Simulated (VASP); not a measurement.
A run of VASP 6.6.1:

Contents of INCAR:

```
  ALGO = Normal
  EDIFF = 1E-7
  ENCUT = 520
  GGA = PS
  ISIF = 2
  ISMEAR = -1
  ISPIN = 2
  LASPH = T
  LCHARG = F
  LMAXMIX = 4
  LORBIT = 11
  LREAL = F
  LWAVE = F
  MAGMOM = 1 1
  NBANDS = 21
  NELM = 150
  PREC = Accurate
  SIGMA = 0.15
```

KPOINTS

```
k-points
0
Gamma
  14 14 8
```

The input POSCAR:

```
Ni
1.0
    2.4480230000      0.0000000000      0.0000000000
   -1.2240110000      2.1200500000      0.0000000000
    0.0000000000      0.0000000000      4.0728080000
Ni
2
Direct
    0.3333333333      0.6666666667      0.2500000000
    0.6666666667      0.3333333333      0.7500000000
```

Potentials or basis: VASP PAW PBE potentials, release 64 (Ni).

Launch:

```sh
$ cat potpaw_PBE.64/Ni/POTCAR > POTCAR
$ mpirun -np 1 vasp_std > vasp.out
```

Hardware: 1 thread of AMD EPYC 7R13, with other jobs on the host.

Task: Estimate the wall time of this run.

Result: Wall time 3.4 min on 1 thread of AMD EPYC 7R13, with other jobs on the host, peak memory 0.16 GiB. Counts: scf iterations 15, k points 120.
